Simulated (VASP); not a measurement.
## P: single point with PBE

The system is P, a slab with vacuum.

```
CELL_PARAMETERS angstrom
3.30224 0.00000 0.00000
0.00000 4.62748 0.00000
0.00000 0.00000 30.33768
ATOMIC_POSITIONS crystal
P 0.00000 0.58895 0.46527
P 0.50000 0.91105 0.46527
P 0.50000 0.08895 0.53473
P 0.00000 0.41105 0.53473
```

```
Program                : VASP 6.6.1
Task                   : single point
Functional             : PBE
Potentials or basis    : VASP PAW PBE potentials, release 64 (P)
Cutoff                 : 400 eV
k mesh                 : 10 × 8 × 1
Occupations            : gaussian, width 0.02 eV
Spin                   : no spin polarisation
Dipole correction      : yes
Further INCAR settings : ALGO = Normal; EDIFF = 1e-06; NBANDS = 18; NELMDL = -8
```

```
Largest force          : 0.047 eV/Å
Band gap on the k mesh : 0.92 eV
```

Forces on the atoms (eV/Å):
```
P    0.000  0.031  0.034
P    0.000 -0.031  0.034
P    0.000  0.031 -0.034
P    0.000 -0.031 -0.034
```

Levels at points of the mesh, in eV from the valence-band top:
| k point | band 7 | band 8 | band 9 | band 10 | band 11 | band 12 | band 13 | band 14 |
| --- | --- | --- | --- | --- | --- | --- | --- | --- |
| (0.00, 0.00, 0.00) | -3.28 | -1.71 | -1.64 | 0.00 | 0.92 | 1.68 | 2.70 | 3.32 |
| (0.50, 0.00, 0.00) | -2.69 | -2.69 | -1.93 | -1.93 | 1.25 | 1.25 | 2.19 | 2.19 |
| (0.00, 0.50, 0.00) | -2.49 | -2.49 | -1.26 | -1.26 | 2.12 | 2.12 | 3.64 | 3.64 |
| (0.50, 0.50, 0.00) | -4.55 | -4.55 | -1.10 | -1.10 | 2.41 | 2.41 | 3.83 | 3.83 |

Run time: 3.1 min on 1 thread of Intel Xeon 8259CL, on a shared host, peak memory 0.41 GiB.
